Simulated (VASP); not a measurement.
Input of a VASP 6.6.1 run:

Contents of INCAR:

```
SYSTEM = EuBi
  ALGO = Normal
  EDIFF = 1E-6
  ENCUT = 520
  GGA = PS
  ISIF = 2
  ISMEAR = 0
  ISPIN = 2
  LASPH = .True.
  LCHARG = .True.
  LELF = .True.
  LMAXMIX = 6
  LORBIT = 11
  LREAL = .False.
  LVHAR = .True.
  LWAVE = .False.
  MAGMOM = 7.17 0
  NBANDS = 27
  NELM = 150
  PREC = Accurate
  SIGMA = 0.05
```

Contents of KPOINTS:

```
k-points
0
Gamma
  8 8 8
  0 0 0
```

Contents of POSCAR:

```
EuBi
1.0
    0.0000000000      3.6401581048      3.6401581048
    3.6401581048      0.0000000000      3.6401581048
    3.6401581048      3.6401581048      0.0000000000
Eu Bi
1 1
Direct
    0.0000000000      0.0000000000      0.0000000000
    0.2500000000      0.2500000000      0.2500000000
```

Potentials or basis: VASP PAW PBE potentials, release 64 (Eu, Bi_d).

Launch:

```console
$ cat potpaw_PBE.64/Eu/POTCAR potpaw_PBE.64/Bi_d/POTCAR > POTCAR
$ mpirun -np 1 vasp_std > vasp.out
```

Question: What does it give for the site moments?

Answer: Eu +6.41; Bi -0.31 μB.

Question: Estimate the band gap on the k mesh.

Answer: Zero (filled and empty bands overlap).

Question: Estimate the pressure.

Answer: -0.3 GPa.

Caveat: the PAW data sets were made with another functional, which shifts forces and pressure a little; spin-orbit coupling is left out, which moves the levels of the heavy elements; without U or exact exchange the open f shell lies at the Fermi level, which spoils levels, moments and volumes. The state reached can hang on the start; a lower one may exist.
